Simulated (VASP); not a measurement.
TaTe, 2 atoms in the cell. The structure is cubic, space group Pm-3m (No. 221). The conventional cell has a = 3.420 Å, b = 3.420 Å, c = 3.420 Å, α = 90.00°, β = 90.00°, γ = 90.00°. Within 3.9 Å of Ta (site symmetry m-3m) lie 8 Te at 2.96 Å and 6 Ta at 3.42 Å. Te (site symmetry m-3m) has 8 Ta at 2.96 Å and 6 Te at 3.42 Å within 3.9 Å. 

* Program: VASP 6.6.1
* Task: single point
* Functional: B3LYP
* Potentials or basis: VASP PAW PBE potentials, release 64 (Ta_pv, Te)
* Cutoff: 520 eV
* k mesh: 4 × 4 × 4
* Occupations: fermi-dirac, width 0.05 eV
* Spin: no spin polarisation
* Dipole correction: no
* Grid for exact exchange (PRECFOCK): Normal
* Further INCAR settings: ALGO = Normal; EDIFF = 1e-06; NBANDS = 16

Potentials or basis: VASP PAW PBE potentials, release 64 (Ta_pv, Te).

The run is started by

```sh
$ cat potpaw_PBE.64/Ta_pv/POTCAR potpaw_PBE.64/Te/POTCAR > POTCAR
$ cp INCAR.step1 INCAR
$ mpirun -np 1 vasp_std > vasp.out
$ cp INCAR.step2 INCAR
$ mpirun -np 1 vasp_std > vasp.out
```

Hardware: 1 thread of Intel(R) Xeon(R) Platinum 8259CL CPU @ 2.50GHz (Skylake/Cascade Lake) (shared host).

**Question.** Estimate the wall time of this run.

**Answer.** Run time: 7.7 min on 1 thread of Intel(R) Xeon(R) Platinum 8259CL CPU @ 2.50GHz (Skylake/Cascade Lake), on a shared host, peak memory 0.18 GiB. Counts: k points 10.
